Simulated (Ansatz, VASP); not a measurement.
Two plane-wave programs on In3Sb2As

Contents of INCAR:

```
PREC = Accurate
ENCUT = 520
EDIFF = 1E-7
ISMEAR = -1
SIGMA = 0.02
LREAL = False
LASPH = True
NELM = 60
ALGO = Normal
ISIF = 2
LWAVE = False
LCHARG = False
GGA = PE
NBANDS = 36
```

The input KPOINTS:

```
Automatic mesh
0
Gamma
  6 6 6
```

File POSCAR:

```
In3Sb2As
1.0
   -2.3184656921      2.3184656921      9.8167974320
    2.3184656921     -2.3184656921      9.8167974320
    2.3184656921      2.3184656921     -9.8167974320
As In Sb
1 3 2
Direct
    0.0000000000      0.0000000000      0.0000000000
    0.5760436367      0.0760436367      0.5000000000
    0.2500000000      0.7500000000      0.5000000000
    0.9239563633      0.4239563633      0.5000000000
    0.6630647924      0.6630647924      0.0000000000
    0.3369352076      0.3369352076      0.0000000000
```

Input for Ansatz:

```yaml
crystal:
  lattice:
    - [-2.3184656921, 2.3184656921, 9.816797432]
    - [2.3184656921, -2.3184656921, 9.816797432]
    - [2.3184656921, 2.3184656921, -9.816797432]
  atoms:
    - { symbol: As, position: [0.0, 0.0, 0.0] }
    - { symbol: In, position: [0.5760436367, 0.0760436367, 0.5] }
    - { symbol: Sb, position: [0.6630647924, 0.6630647924, 0.0] }
    - { symbol: In, position: [0.25, 0.75, 0.5] }
    - { symbol: Sb, position: [0.3369352076, 0.3369352076, 0.0] }
    - { symbol: In, position: [0.9239563633, 0.4239563633, 0.5] }
kpoints:
  mp_grid: { grid: [6, 6, 6] }
hamiltonian:
  xc: pbe
scf:
  occupations: { method: fermi_dirac, width: 0.02 }
  n_extra_bands: 5
output:
  forces: true
  stress: true
  eigenvalues: true
```

Alike in both runs: task single point; functional PBE; k mesh 6 × 6 × 6; occupations fermi-dirac, width 0.02 eV; no spin polarisation.

|  | VASP | Ansatz |
| --- | --- | --- |
| version | VASP 6.6.1 | Ansatz 0.2.0 |
| potentials or method | VASP PAW PBE potentials, release 64 (As, In_d, Sb) | plane waves, PAW |
| plane-wave cutoff (eV) | 520 | 420 |
| valence electrons in the cell | 54 | 84 |

```csv
,VASP,Ansatz,Ansatz less VASP
pressure (GPa),-1.1,-1.1,+0.01
rms of the force components (eV/Å),0.007,0.005,-0.0022
```

VASP's potentials hold 54 valence electrons a cell and Ansatz's 84, so a difference there can come from the potentials and not from the codes.

Spin-orbit coupling is off throughout.
